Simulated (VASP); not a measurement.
Write the native input for VASP 6.6.1 that does the following.

| Property | Result |
| --- | --- |
| Task | single point |
| Functional | PBEsol |
| Potentials or basis | VASP PAW PBE potentials, release 64 (Si, C) |
| Cutoff | 520 eV |
| k mesh | 1 × 1 × 1, shifted |
| Occupations | fermi-dirac, width 0.05 eV |
| Spin | no spin polarisation |
| Dipole correction | no |
| Further INCAR settings | LREAL = Auto; ALGO = Normal; EDIFF = 1e-07; NBANDS = 166 |

The structure of Si7C lies in POSCAR:

```
Si7C
1.0
   10.3380706614      0.0000000000      0.0000000000
    0.0000000000     10.3380706614      0.0000000000
    0.0000000000      0.0000000000     10.3380706614
Si C
56 8
Direct
    0.0078260000      0.9952910000      0.0361170000
    0.0055270000      0.0024950000      0.4935710000
    0.0054780000      0.5065150000      0.0039880000
    0.4935280000      0.0031820000      0.0123780000
    0.4943410000      0.0077580000      0.4867220000
    0.5115650000      0.4857820000      0.9901520000
    0.5166070000      0.4716310000      0.4728390000
    0.1270100000      0.1247920000      0.6279110000
    0.1407790000      0.6482390000      0.1099120000
    0.1038080000      0.6056320000      0.6015900000
    0.6127680000      0.1467270000      0.1417550000
    0.6236370000      0.1382870000      0.6243670000
    0.6333990000      0.6232870000      0.1289120000
    0.6196730000      0.6083810000      0.6231570000
    0.2376030000      0.2217090000      0.0323050000
    0.2509390000      0.2537060000      0.4939400000
    0.2422790000      0.7484260000      0.4890210000
    0.7274700000      0.2704150000      0.9882710000
    0.7294140000      0.2668720000      0.4705950000
    0.7749110000      0.7703780000      0.0237150000
    0.7541530000      0.7407430000      0.5037140000
    0.3941210000      0.3533710000      0.1454470000
    0.3848450000      0.3786160000      0.6263840000
    0.3407830000      0.8824440000      0.1219580000
    0.3723340000      0.8741240000      0.6215330000
    0.8774060000      0.3683630000      0.1256490000
    0.8752000000      0.3921750000      0.6025230000
    0.8827970000      0.8735920000      0.6255450000
    0.2516830000      0.9979130000      0.7594080000
    0.2488830000      0.5028220000      0.2470070000
    0.2442880000      0.5041770000      0.7503370000
    0.7650320000      0.9912970000      0.2304450000
    0.7534950000      0.0031400000      0.7499290000
    0.7317420000      0.4697170000      0.2685290000
    0.7357330000      0.4871140000      0.7662700000
    0.3728550000      0.1332390000      0.3379130000
    0.3763090000      0.1332720000      0.8820670000
    0.3821500000      0.6189280000      0.3760100000
    0.3576990000      0.6401560000      0.8962610000
    0.8734660000      0.1262150000      0.3665490000
    0.8744800000      0.1279580000      0.8890680000
    0.8836850000      0.6037620000      0.3835510000
    0.8687200000      0.6263310000      0.8816720000
    0.0209030000      0.2292330000      0.2377780000
    0.9931470000      0.2550690000      0.7448040000
    0.9922150000      0.7674630000      0.2350670000
    0.0061180000      0.7409110000      0.7519430000
    0.5153230000      0.2715620000      0.7711300000
    0.4876140000      0.7554840000      0.2423400000
    0.4965560000      0.7459100000      0.7554250000
    0.1068410000      0.3888330000      0.3837800000
    0.1275350000      0.3646360000      0.8863670000
    0.1410980000      0.9002960000      0.3469390000
    0.1391260000      0.8589760000      0.8992450000
    0.6312310000      0.8730910000      0.3666060000
    0.6305110000      0.8756670000      0.8861290000
    0.9933660000      0.4976010000      0.4940270000
    0.1359490000      0.1019620000      0.1432790000
    0.2524780000      0.7563080000      0.0067560000
    0.8827460000      0.8832030000      0.1294510000
    0.2374670000      0.0153760000      0.2261640000
    0.5112780000      0.2573160000      0.2618920000
    0.6038440000      0.3501040000      0.3540950000
    0.6241650000      0.3810070000      0.8757000000
```

These files were run (other wordings do the same):

INCAR

```
SYSTEM = Si7C
PREC     = Accurate       ! precision mode
ENCUT    = 520            ! plane-wave cutoff, eV
EDIFF    = 1E-7           ! SCF threshold, eV
ISMEAR   = -1             ! smearing method
SIGMA    = 0.05           ! smearing width, eV
LREAL    = Auto         
LASPH    = .TRUE.         ! aspherical terms in the spheres
NELM     = 100            ! most SCF steps
ALGO     = Normal         ! electronic algorithm
ISIF     = 2              ! what is computed and relaxed
LWAVE    = .FALSE.        ! write WAVECAR
LCHARG   = .TRUE.         ! write CHGCAR
GGA      = PS             ! functional
LELF     = .TRUE.         ! ELF
LVHAR    = .TRUE.       
NBANDS   = 166            ! bands
```

KPOINTS

```
Automatic mesh
0
Gamma
  1 1 1
  0.5 0.5 0.5
```

Potentials or basis: VASP PAW PBE potentials, release 64 (Si, C).

The run is started by

```bash
$ cat potpaw_PBE.64/Si/POTCAR potpaw_PBE.64/C/POTCAR > POTCAR
$ mpirun -np 1 vasp_std > vasp.out
```

It gave:

* Pressure: 0.1 GPa
* Largest force: 0.021 eV/Å
* Band gap on the k mesh: 0.63 eV

Caveat: the k points lie up to 0.61 Å⁻¹ apart; the PAW data sets were made with another functional, which shifts forces and pressure a little.

Wall time 3.7 min on 1 thread of Intel(R) Xeon(R) 6975P-C (Granite Rapids), with other jobs on the host, peak memory 0.95 GiB.
